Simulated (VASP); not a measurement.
Runs of VASP 6.6.1 on Cs3KSb. The structure is that of space group Pm-3m (No. 221), or close to it. The cells are those of the table. 

```tsv
task	cell	k mesh	cutoff (eV)	gap on the mesh (eV)	pressure (GPa)
single point	a = 5.753 Å, 5 atoms	4 × 4 × 4	520	none	(a)
single point	a = 7.582 Å, 5 atoms	6 × 6 × 6	520	none	0.0
single point	a = 7.500 Å, 5 atoms	4 × 4 × 4	520	none	0.2
relaxation of cell and atoms	relaxed from a = 5.753 Å, 5 atoms	4 × 4 × 4	600	none	0.0
```

Alike in all rows: level PBE; potentials or basis VASP PAW PBE potentials, release 64 (K_sv, Cs_sv, Sb); no spin polarisation; smearing gaussian 0.1 eV.

Q: Fill in the values left out.

A: (a) 20.5.

Caveats: spin-orbit coupling is left out, which moves the levels of the heavy elements; the cell stands under pressure (at least some runs).

A k mesh can miss the band edges, and the runs leave out spin-orbit coupling on Cs, Sb.

A gap of «none» marks levels without a gap at the run's occupations.
